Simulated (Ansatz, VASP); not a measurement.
Two plane-wave programs on SrCl2

The input INCAR:

```
SYSTEM = SrCl2
PREC = Accurate
ENCUT = 520
EDIFF = 1E-7
ISMEAR = 0
SIGMA = 0.01
LREAL = .False.
LASPH = .True.
NELM = 60
ALGO = Normal
ISIF = 2
LWAVE = .False.
LCHARG = .False.
GGA = PE
NBANDS = 19
```

KPOINTS

```
Automatic mesh
0
Gamma
  6 6 6
  0 0 0
```

POSCAR

```
SrCl2
1.0
    2.4567214715      1.4183888029      4.0153159770
   -2.4567214715      1.4183888029      4.0153159770
    0.0000000000     -2.8367776058      4.0153159770
Sr Cl
1 2
Direct
    0.0000000000      0.0000000000      0.0000000000
    0.2499511369      0.2499511369      0.2499511369
    0.7500488631      0.7500488631      0.7500488631
```

Input for Ansatz:

```yaml
crystal:
  lattice:
    - [2.4567214715, 1.4183888029, 4.015315977]
    - [-2.4567214715, 1.4183888029, 4.015315977]
    - [0.0, -2.8367776058, 4.015315977]
  atoms:
    - { symbol: Sr, position: [0.0, 0.0, 0.0] }
    - { symbol: Cl, position: [0.2499511369, 0.2499511369, 0.2499511369] }
    - { symbol: Cl, position: [0.7500488631, 0.7500488631, 0.7500488631] }
kpoints:
  mp_grid: { grid: [6, 6, 6] }
hamiltonian:
  xc: pbe
scf:
  occupations: { method: fixed }
output:
  optics:
    e_range: [0, 21]
    de: 0.05
    sigma: 0.1
    bands: { spectra_wanted_up_to: 21 }
```

Alike in both runs: task single point; functional PBE; k mesh 6 × 6 × 6; no spin polarisation.

```csv
,VASP,Ansatz
version,VASP 6.6.1,Ansatz 0.2.0
potentials or method,"VASP PAW PBE potentials, release 64 (Sr_sv, Cl)","plane waves, PAW"
plane-wave cutoff (eV),520,420
occupations,"gaussian, width 0.01 eV",fixed
valence electrons in the cell,24,24
```

|  | VASP | Ansatz | Ansatz less VASP |
| --- | --- | --- | --- |
| gap on the k mesh at the Fermi level (eV) | 5.38 | 5.39 | +0.005 |
